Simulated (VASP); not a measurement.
# Co (Im-3m) in VASP: notebook, part 2 of 2

VASP 6.6.1. The steps go on from the part before.

**3. Single point, LDA (9.04 Å³/atom)**

This run uses another cell than the first one, of 9.04 Å³/atom.

Contents of INCAR:

```
SYSTEM = Co
  PREC = Accurate
  ENCUT = 520
  EDIFF = 1E-6
  ISMEAR = -1
  SIGMA = 0.1
  LREAL = .False.
  LASPH = .True.
  NELM = 100
  ALGO = Normal
  ISIF = 2
  LWAVE = .False.
  LCHARG = .False.
  NBANDS = 10
```

Contents of KPOINTS:

```
Automatic mesh
0
Gamma
  18 18 18
  0 0 0
```

Contents of POSCAR:

```
Co
1.0
   -1.3123545540      1.3123545540      1.3123545540
    1.3123545540     -1.3123545540      1.3123545540
    1.3123545540      1.3123545540     -1.3123545540
Co
1
Direct
    0.0000000000      0.0000000000      0.0000000000
```

Potentials or basis: VASP PAW LDA potentials, release 64 (Co).

The run is started by

```console
$ cat potpaw_LDA.64/Co/POTCAR > POTCAR
$ mpirun -np 1 vasp_std > vasp.out
```

OUTCAR:

```text
SYSTEM = Co
   PREC = Accurate
   ENCUT = 520
   EDIFF = 1E-6
   ISMEAR = -1
   LREAL = .False.
   LASPH = .True.
   NELM = 100
   ISIF = 2

 ion  position               nearest neighbor table
   1  0.000  0.000  0.000-

  LATTYP: Found a body centered cubic cell.
 ALAT       =     2.6247091080

  Lattice vectors:

 A1 = (  -1.3123545540,   1.3123545540,   1.3123545540)
 A2 = (   1.3123545540,  -1.3123545540,   1.3123545540)
 A3 = (   1.3123545540,   1.3123545540,  -1.3123545540)
[... 489 lines left out ...]
      9      35.3702      0.00000
     10      41.4479      0.00000

 [... further k-points ...]

------------------------ aborting loop because EDIFF is reached ----------------------------------------

  FORCE on cell =-STRESS in cart. coord.  units (eV):
  Direction    XX          YY          ZZ          XY          YZ          ZX
  --------------------------------------------------------------------------------------
  -------------------------------------------------------------------------------------
  Total        1.6030674      1.6030674      1.6030674     -0.0000000     -0.0000000      0.0000000
  in kB      284.0853389    284.0853389    284.0853389     -0.0000000     -0.0000000      0.0000000
  external PRESSURE =     284.0853389 kB  Pullay stress =       0.0000000 kB

 VOLUME and BASIS-vectors are now :
 -----------------------------------------------------------------------------
  energy-cutoff  :      520.00
  volume of cell :        9.04
      direct lattice vectors                 reciprocal lattice vectors
    -1.312354554  1.312354554  1.312354554     0.000000000  0.380994601  0.380994601
     1.312354554 -1.312354554  1.312354554     0.380994601  0.000000000  0.380994601
     1.312354554  1.312354554 -1.312354554     0.380994601  0.380994601  0.000000000

 POSITION                                       TOTAL-FORCE (eV/Angst)
 -----------------------------------------------------------------------------------
      0.00000      0.00000      0.00000         0.000000     -0.000000     -0.000000
 -----------------------------------------------------------------------------------
    total drift:                                0.000000     -0.000000      0.000000

  FREE ENERGIE OF THE ION-ELECTRON SYSTEM (eV)
  ---------------------------------------------------
  free  energy   TOTEN  =        -7.7839436787 eV

  energy  without entropy=       -7.6885798344  energy(sigma->0) =       -7.73626176
```

stdout:

```text
POSCAR found type information on POSCAR Co
 POSCAR found :  1 types and       1 ions
 scaLAPACK will be used
 LDA part: xc-table for (Slater(with rela. corr.)+CA(PZ))
 , standard interpolation
 POSCAR, INCAR and KPOINTS ok, starting setup
 FFT: planning ... GRIDC
 FFT: planning ... GRID_SOFT
 FFT: planning ... GRID
 WAVECAR not read
 entering main loop
```

Run time: 27 s. Hardware: 1 thread of AMD EPYC 7R13, shared host; peak memory 0.1 GiB.

Results:

* Free energy: -7.7839 eV
* Pressure: 28.4 GPa
* Band gap on the k mesh: zero (an odd number of electrons rules out a gap without spin polarisation)

Caveat: the cell stands under pressure; the run has no spin polarisation, though such a crystal can be magnetic. Spin polarisation is off, so any magnetic state and its effect on volume and gap are missing.

**4. Single point, LDA (9.43 Å³/atom)**

This run uses another cell than the first one, of 9.43 Å³/atom.

Contents of INCAR:

```
PREC     = Accurate       # precision mode
ENCUT    = 520            # plane-wave cutoff, eV
EDIFF    = 1E-6           # SCF threshold, eV
ISMEAR   = -1             # smearing method
SIGMA    = 0.1            # smearing width, eV
LREAL    = False          # projectors in reciprocal space
LASPH    = True           # aspherical terms in the spheres
NELM     = 80             # most SCF steps
ALGO     = Normal         # electronic algorithm
ISIF     = 2              # what is computed and relaxed
LWAVE    = False          # write WAVECAR
LCHARG   = False          # write CHGCAR
NBANDS   = 10             # bands
```

Contents of KPOINTS:

```
regular mesh
0
Gamma
  18 18 18
```

Contents of POSCAR:

```
Co
1.0
   -1.3311050095      1.3311050095      1.3311050095
    1.3311050095     -1.3311050095      1.3311050095
    1.3311050095      1.3311050095     -1.3311050095
Co
1
Direct
    0.0000000000      0.0000000000      0.0000000000
```

The run is started by

```console
$ cat potpaw_LDA.64/Co/POTCAR > POTCAR
$ mpirun -np 1 vasp_std > vasp.out
```

Run time: 27 s. Hardware: 1 thread of AMD EPYC 7R13, shared host; peak memory 0.1 GiB.

It converged, with:

* Free energy: -7.8329 eV
* Pressure: 12.1 GPa
* Band gap on the k mesh: zero (an odd number of electrons rules out a gap without spin polarisation)

Levels at points of the mesh, in eV from the Fermi level:
| k point | band 3 | band 4 | band 5 | band 6 | band 7 | band 8 |
| --- | --- | --- | --- | --- | --- | --- |
| (0.00, 0.00, 0.00) | -2.18 | -2.18 | -0.33 | -0.33 | 27.20 | 27.20 |
| (0.50, 0.00, 0.00) | -0.37 | -0.08 | 0.38 | 1.06 | 8.79 | 20.15 |
| (0.50, 0.50, 0.50) | 0.73 | 0.73 | 0.73 | 11.06 | 11.06 | 11.06 |

Caveat: the cell stands under pressure; the run has no spin polarisation, though such a crystal can be magnetic. Spin polarisation is off, so any magnetic state and its effect on volume and gap are missing.

**5. The runs side by side**

| cell | gap on the mesh (eV) | pressure (GPa) |
| --- | --- | --- |
| a = 2.240 Å, angles 109.5°, 1 atom | none | 49.0 |
| a = 2.273 Å, angles 109.5°, 1 atom | none | 28.4 |
| a = 2.306 Å, angles 109.5°, 1 atom | none | 12.1 |

Alike in all rows: task single point; level LDA; potentials or basis VASP PAW LDA potentials, release 64 (Co); no spin polarisation; k mesh 18 × 18 × 18; cutoff (eV) 520; smearing fermi-dirac 0.1 eV.

Caveats: the cell stands under pressure; the run has no spin polarisation, though such a crystal can be magnetic.

Total energies depend on the potentials used, so only differences within one code and one set of settings carry meaning.
